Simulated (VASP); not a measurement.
Crystal: Si2As.

```
Si As
1.0
     0.00000    2.91452    2.91452
     2.91452    0.00000    2.91452
     2.91452    2.91452    0.00000
Si As
2 1
Direct
  0.25000 0.25000 0.25000
  0.75000 0.75000 0.75000
  0.00000 0.00000 0.00000
```

```yaml
Program: VASP 6.6.1
Task: relaxation of cell and atoms
Functional: PBE
Potentials_or_basis: VASP PAW PBE potentials, release 64 (Si, As)
Cutoff: 600 eV
k_mesh: 6 × 6 × 6
Occupations: gaussian, width 0.1 eV
Spin: no spin polarisation
```

At the start: pressure 13.8 GPa; volume 16.50 Å³/atom.

Question: How do energy, volume and symmetry change on relaxing?

Answer: Over 3 steps the energy falls by 104.8 meV/atom and the volume is 19.32 Å³/atom (+17.1 %); space group Fm-3m (No. 225, to 0.1 Å) before and after.

Step by step:
```tsv
step	energy change (eV)	largest force (eV/Å)	pressure (GPa)	volume (Å³)
1	0.0000	0.0000	13.84	49.51
2	-0.2983	0.0000	-2.12	60.45
3	-0.3144	0.0000	0.25	57.96
```

Final structure:
```
CELL_PARAMETERS angstrom
0.00000 3.07164 3.07164
3.07164 0.00000 3.07164
3.07164 3.07164 0.00000
ATOMIC_POSITIONS crystal
Si 0.25000 0.25000 0.25000
Si 0.75000 0.75000 0.75000
As 0.00000 0.00000 0.00000
```

Caveat: the volume moved by over 15 % at a fixed basis, so the end points are rough; an odd number of electrons without spin polarisation forces a metal; a magnetic or distorted state may lie lower.
